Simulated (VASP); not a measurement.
# Cu (R-3m) in VASP: a series of runs

Runs on Cu. Level: PBE. Tasks: single point.

All numbers are computed with VASP 6.6.1; they aren't measurements. Logs are shortened: lines on timing, memory, paths and dates and some standing lists are left out, and cuts for length are marked.

### Step 1. The cell of the first run

Symmetry: R-3m, No. 166, trigonal system. The conventional cell has a = 3.483 Å, b = 3.483 Å, c = 8.531 Å, α = 90.00°, β = 90.00°, γ = 120.00°. Within 2.2 Å of Cu (site symmetry 3m) lie 1 Cu at 1.62 Å.

### Step 2. Single point, PBE (shortest bond scaled by 0.76)

File INCAR:

```
SYSTEM = Cu
ALGO = Normal
EDIFF = 1E-7
ENCUT = 520
GGA = PE
ISIF = 2
ISMEAR = -1
LASPH = .TRUE.
LCHARG = .TRUE.
LELF = .TRUE.
LREAL = .FALSE.
LVHAR = .TRUE.
LWAVE = .FALSE.
NBANDS = 18
NELM = 100
PREC = Accurate
SIGMA = 0.05
```

File KPOINTS:

```
k-points
0
G
  11 11 11
  0 0 0
```

File POSCAR:

```
Cu
1.0
    0.0000000000      2.4627820114      2.4627820114
    2.4627820114      0.0000000000      2.4627820114
    2.4627820114      2.4627820114      0.0000000000
Cu
2
Direct
   -0.2150000000     -0.0950000000     -0.0950000000
    0.2150000000      0.0950000000      0.0950000000
```

Potentials or basis: VASP PAW PBE potentials, release 64 (Cu).

On the command line:

```sh
$ cat potpaw_PBE.64/Cu/POTCAR > POTCAR
$ mpirun -np 1 vasp_std > vasp.out
```

OUTCAR:

```text
SYSTEM = Cu
   EDIFF = 1E-7
   ENCUT = 520
   GGA = PE
   ISIF = 2
   ISMEAR = -1
   LASPH = .TRUE.
   LREAL = .FALSE.
   NELM = 100
   PREC = Accurate

 ion  position               nearest neighbor table
   1  0.785  0.905  0.905-   2 1.62   2 2.35   2 2.35   2 2.35
   2  0.215  0.095  0.095-   1 1.62   1 2.35   1 2.35   1 2.35

  LATTYP: Found a face centered cubic cell.
 ALAT       =     4.9255640228

  Lattice vectors:

 A1 = (   0.0000000000,   2.4627820114,   2.4627820114)
 A2 = (   2.4627820114,   0.0000000000,   2.4627820114)
 A3 = (   2.4627820114,   2.4627820114,   0.0000000000)

Analysis of symmetry for initial positions (statically):
=====================================================================
 Subroutine PRICEL returns:
 Original cell was already a primitive cell.

 Routine SETGRP: Setting up the symmetry group for a
 face centered cubic supercell.

 Subroutine GETGRP returns: Found 12 space group operations
 (whereof  4 operations were pure point group operations)
 out of a pool of 48 trial point group operations.

The static configuration has the point symmetry C_2h.
 The point group associated with its full space group is D_3d.

Analysis of symmetry for dynamics (positions and initial velocities):
=====================================================================
 Subroutine PRICEL returns:
 Original cell was already a primitive cell.

 Routine SETGRP: Setting up the symmetry group for a
 face centered cubic supercell.

 Subroutine GETGRP returns: Found 12 space group operations
 (whereof  4 operations were pure point group operations)
 out of a pool of 48 trial point group operations.

The dynamic configuration has the point symmetry C_2h.
 The point group associated with its full space group is D_3d.

 Subroutine INISYM returns: Found 12 space group operations
 (whereof  4 operations are pure point group operations),
 and found     1 'primitive' translations

----------------------------------------------------------------------------------------

                                     Primitive cell

  volume of cell :      29.8750

  direct lattice vectors                    reciprocal lattice vectors
     0.000000000  2.462782011  2.462782011    -0.203022435  0.203022435  0.203022435
     2.462782011  0.000000000  2.462782011     0.203022435 -0.203022435  0.203022435
     2.462782011  2.462782011  0.000000000     0.203022435  0.203022435 -0.203022435

  length of vectors
     3.482899722  3.482899722  3.482899722     0.351645172  0.351645172  0.351645172

  position of ions in fractional coordinates (direct lattice)
     0.785000000  0.905000000  0.905000000
     0.215000000  0.095000000  0.095000000

  ion indices of the primitive-cell ions
   primitive index   ion index
                 1           1
                 2           2

----------------------------------------------------------------------------------------

 KPOINTS: k-points

Automatic generation of k-mesh.
 Grid dimensions read from file:
 generate k-points for:   11   11   11

 Generating k-lattice:

  Cartesian coordinates                     Fractional coordinates (reciprocal lattice)
    -0.018456585  0.018456585  0.018456585     0.090909091  0.000000000  0.000000000
     0.018456585 -0.018456585  0.018456585     0.000000000  0.090909091  0.000000000
     0.018456585  0.018456585 -0.018456585     0.000000000  0.000000000  0.090909091

  Length of vectors
     0.031967743  0.031967743  0.031967743

  Shift w.r.t. Gamma in fractional coordinates (k-lattice)
     0.000000000  0.000000000  0.000000000

 Subroutine IBZKPT returns following result:
 ===========================================

 Found    146 irreducible k-points:

 Following reciprocal coordinates:
            Coordinates               Weight
  0.000000  0.000000  0.000000      1.000000
  0.090909  0.000000  0.000000      2.000000
  0.000000  0.090909  0.000000      6.000000
  0.181818  0.000000  0.000000      2.000000
  0.000000  0.181818  0.000000      6.000000
  0.272727  0.000000  0.000000      2.000000
[... 16 lines left out ...]
  0.000000  0.454545  0.090909     12.000000
  0.090909  0.000000  0.454545      6.000000
 [... further k-points ...]
   k-points           NKPTS =    146   k-points in BZ     NKDIM =    146   number of bands    NBANDS=     18
   number of dos      NEDOS =    301   number of ions     NIONS =      2
   total plane-waves  NPLWV =  21952
   dimension x,y,z NGX =    28 NGY =   28 NGZ =   28
   dimension x,y,z NGXF=    56 NGYF=   56 NGZF=   56
   ions per type =               2
   NGX,Y,Z   is equivalent  to a cutoff of  13.36, 13.36, 13.36 a.u.
   NGXF,Y,Z  is equivalent  to a cutoff of  26.73, 26.73, 26.73 a.u.
 SYSTEM =  Cu
   PREC   = accura    normal or accurate (medium, high low for compatibility)
   ISTART =      0    job   : 0-new  1-cont  2-samecut
   ICHARG =      2    charge: 1-file 2-atom 10-const
   ISPIN  =      1    spin polarized calculation?
   LNONCOLLINEAR =      F non collinear calculations
   LSORBIT =      F    spin-orbit coupling
   LASPH  =      T    aspherical Exc in radial PAW
   ENCUT  =  520.0 eV  38.22 Ry    6.18 a.u.   6.48  6.48  6.48*2*pi/ulx,y,z
   NELM   =    100;   NELMIN=  2; NELMDL= -5     # of ELM steps
   EDIFF  = 0.1E-06   stopping-criterion for ELM
   LREAL  =      F    real-space projection
   EDIFFG = 0.1E-05   stopping-criterion for IOM
   NSW    =      0    number of steps for IOM
   IBRION =     -1    ionic relax: 0-MD 1-quasi-New 2-CG
   NFREE  =      0    steps in history (QN), initial steepest desc. (CG)
   ISIF   =      2    stress and relaxation
   ISYM   =      2    0-nonsym 1-usesym 2-fastsym
   POTIM  = 0.5000    time-step for ionic-motion
   TEBEG  =    0.0;   TEEND  =   0.0 temperature during run
   PSTRESS=    0.0 pullay stress
   NELECT =      22.0000    total number of electrons
   NUPDOWN=      -1.0000    fix difference up-down
   EMIN   =  10.00;   EMAX   =-10.00  energy-range for DOS
   EFERMI =   0.00;   METHOD = LEGACY
   ISMEAR =    -1;   SIGMA  =   0.05  broadening in eV -4-tet -1-fermi 0-gaus
   EFERMI_NEDOS =   21; number of points for ismear=-14 and -15
   IALGO  =     38    algorithm
   IMIX   =      4    mixing-type and parameters
     AMIX     =   0.40;   BMIX     =  1.00
     AMIX_MAG =   1.60;   BMIX_MAG =  1.00
  volume/ion in A,a.u.               =      14.94       100.80
  Fermi-wavevector in a.u.,A,eV,Ry     =   1.478358  2.793692 29.736128  2.185544
  Thomas-Fermi vector in A             =   2.592649
   LORBIT       =      0    0 simple, 1 ext, 2 COOP (PROOUT), +10 PAW based schemes
   GGA     = PE    functional components
   LHFCALC =     F    Hartree Fock is set to
   AEXX    =    0.0000 exact exchange contribution
   IVDW    =     0    specifies the selected vdW correction
   LEPSILON=     F    determine dielectric tensor
   LRPA    =     F    only Hartree local field effects (RPA)
 non-spin polarized calculation
  energy-cutoff  :      520.00
  volume of cell :       29.88
 maximum number of plane-waves:       822
 NGX is ok and might be reduce to    28
   NGX = 13   NGY = 13   NGZ = 13

 number of electron      22.0000001 magnetization

 Free energy of the ion-electron system (eV)
  ---------------------------------------------------
  ext. energy  EPLUGINS =         0.00000000
  ---------------------------------------------------
  free energy    TOTEN  =        -0.91978351 eV

  energy without entropy =       -0.91522681  energy(sigma->0) =       -0.91750516

 E-fermi :   5.1328     XC(G=0): -11.0874

 val. band max:        5.1167057983   @ k =   0.0000   0.4545   0.0000
 cond. band min:       5.1771866835   @ k =  -0.4545   0.1818   0.0000
 fundamental gap:      0.0604808852
 Fermi energy:         5.1328049485

 k-point     1 :       0.0000    0.0000    0.0000
  band No.  band energies     occupation
      1      -2.5548      2.00000
      2      -0.1441      2.00000
      3       0.0698      2.00000
      4       0.0698      2.00000
      5       1.3265      2.00000
      6       1.3265      2.00000
[... 10 lines left out ...]
     17      18.2986      0.00000
     18      20.4276      0.00000

 k-point     2 :       0.0909    0.0000    0.0000
  band No.  band energies     occupation
      1      -2.3855      2.00000
      2      -0.2267      2.00000
      3       0.0076      2.00000
      4       0.0076      2.00000
      5       1.4560      2.00000
      6       1.4560      2.00000
[... 10 lines left out ...]
     17      18.5986      0.00000
     18      21.0910      0.00000

 k-point     3 :       0.0000    0.0909    0.0000
  band No.  band energies     occupation
      1      -2.4041      2.00000
      2      -0.1659      2.00000
      3       0.0531      2.00000
      4       0.0639      2.00000
      5       1.3498      2.00000
      6       1.3572      2.00000
[... 10 lines left out ...]
     17      19.9029      0.00000
     18      20.4175      0.00000

 k-point     4 :       0.1818    0.0000    0.0000
  band No.  band energies     occupation
      1      -1.8838      2.00000
      2      -0.4304      2.00000
      3      -0.1090      2.00000
      4      -0.1090      2.00000
      5       1.7299      2.00000
      6       1.7299      2.00000
[... 375 lines left out ...]
      4       0.9033      2.00000
      5       1.3674      2.00000
      6       1.4447      2.00000
[... 10 lines left out ...]
     17      19.7788      0.00000
     18      20.3468      0.00000

 k-point    23 :       0.0000    0.4545    0.0909
  band No.  band energies     occupation
      1      -0.6946      2.00000
      2      -0.3233      2.00000
      3       0.0042      2.00000
      4       0.6398      2.00000
      5       1.4861      2.00000
      6       2.1248      2.00000
[... 10 lines left out ...]
     17      19.3261      0.00000
     18      19.6811      0.00000

 k-point    24 :       0.0909    0.0000    0.4545
  band No.  band energies     occupation
      1      -0.7411      2.00000
      2      -0.3055      2.00000
      3       0.0166      2.00000
      4       0.6743      2.00000
      5       1.6016      2.00000
      6       2.0627      2.00000
[... 10 lines left out ...]
     17      19.0138      0.00000
     18      20.0786      0.00000

 [... further k-points ...]
[... 5 lines left out ...]
  --------------------------------------------------------------------------------------
  -------------------------------------------------------------------------------------
  Total       10.9552128     10.9552128     10.9552128    -11.2162025     11.2162025    -11.2162025
  in kB      587.5211268    587.5211268    587.5211268   -601.5178364    601.5178364   -601.5178364
  external PRESSURE =     587.5211268 kB  Pullay stress =       0.0000000 kB

 VOLUME and BASIS-vectors are now :
 -----------------------------------------------------------------------------
  energy-cutoff  :      520.00
  volume of cell :       29.88
      direct lattice vectors                 reciprocal lattice vectors
     0.000000000  2.462782011  2.462782011    -0.203022435  0.203022435  0.203022435
     2.462782011  0.000000000  2.462782011     0.203022435 -0.203022435  0.203022435
     2.462782011  2.462782011  0.000000000     0.203022435  0.203022435 -0.203022435

 POSITION                                       TOTAL-FORCE (eV/Angst)
 -----------------------------------------------------------------------------------
      4.45764      4.16210      4.16210       -11.651175     11.651175     11.651175
      0.46793      0.76346      0.76346        11.651175    -11.651175    -11.651175
 -----------------------------------------------------------------------------------
    total drift:                                0.000000      0.000000      0.000000

  FREE ENERGIE OF THE ION-ELECTRON SYSTEM (eV)
  ---------------------------------------------------
  free  energy   TOTEN  =        -0.9197835087 eV

  energy  without entropy=       -0.9152268143  energy(sigma->0) =       -0.91750516
```

Wall time 36 s (1 thread of Intel Xeon 6975P-C (Granite Rapids), shared host); peak memory 0.2 GiB.

What came out:

| Quantity | Value |
| --- | --- |
| Free energy | -0.9198 eV |
| Pressure | 58.8 GPa |
| Largest force | 20.180 eV/Å |
| Band gap on the k mesh | zero (band 11 reaches 5.52 eV, above the bottom of band 12 at 4.83 eV) |

Forces on the atoms (eV/Å):
```
Cu  -11.651  11.651  11.651
Cu   11.651 -11.651 -11.651
```

Caveat: the cell differs from its parent crystal (shortest bond scaled by 0.76); forces of over 1 eV/Å act on the atoms, so gaps and moduli don't describe the material at rest.

### Step 3. Single point, PBE (shortest bond scaled by 0.76)

File INCAR:

```
PREC     = Accurate       # precision mode
ENCUT    = 520            # plane-wave cutoff, eV
EDIFF    = 1E-6           # SCF threshold, eV
ISMEAR   = -1             # smearing method
SIGMA    = 0.05           # smearing width, eV
LREAL    = F              # projectors in reciprocal space
LASPH    = T              # aspherical terms in the spheres
NELM     = 100            # most SCF steps
ALGO     = Normal         # electronic algorithm
ISIF     = 2              # what is computed and relaxed
LWAVE    = F              # write WAVECAR
LCHARG   = F              # write CHGCAR
GGA      = PE             # functional
NBANDS   = 18             # bands
```

File KPOINTS:

```
regular mesh
0
Gamma
  11 11 11
```

POSCAR is that of step 2.

Potentials or basis: VASP PAW PBE potentials, release 64 (Cu).

On the command line:

```sh
$ cat potpaw_PBE.64/Cu/POTCAR > POTCAR
$ mpirun -np 1 vasp_std > vasp.out
```

Run time: 34 s. Hardware: 1 thread of Intel Xeon 6975P-C (Granite Rapids), shared host; peak memory 0.2 GiB.

It converged, with:

| Quantity | Value |
| --- | --- |
| Free energy | -0.9198 eV |
| Pressure | 58.8 GPa |
| Largest force | 20.180 eV/Å |
| Band gap on the k mesh | zero (band 11 reaches 5.52 eV, above the bottom of band 12 at 4.83 eV) |

Forces on the atoms (eV/Å):
```
Cu  -11.651  11.651  11.651
Cu   11.651 -11.651 -11.651
```

Stress tensor (GPa, compression positive):
```
 58.78 -60.15 -60.15
-60.15  58.78  60.15
-60.15  60.15  58.78
```

Levels at points of the mesh, in eV from the Fermi level:
```csv
k point,band 8,band 9,band 10,band 11,band 12,band 13,band 14,band 15
"(0.00, 0.00, 0.00)",-2.45,-2.30,-1.59,-1.59,10.02,11.24,11.24,12.66
```

Caveat: the cell differs from its parent crystal (shortest bond scaled by 0.76); forces of over 1 eV/Å act on the atoms, so gaps and moduli don't describe the material at rest.

(Part 1 of 2 ends here.)
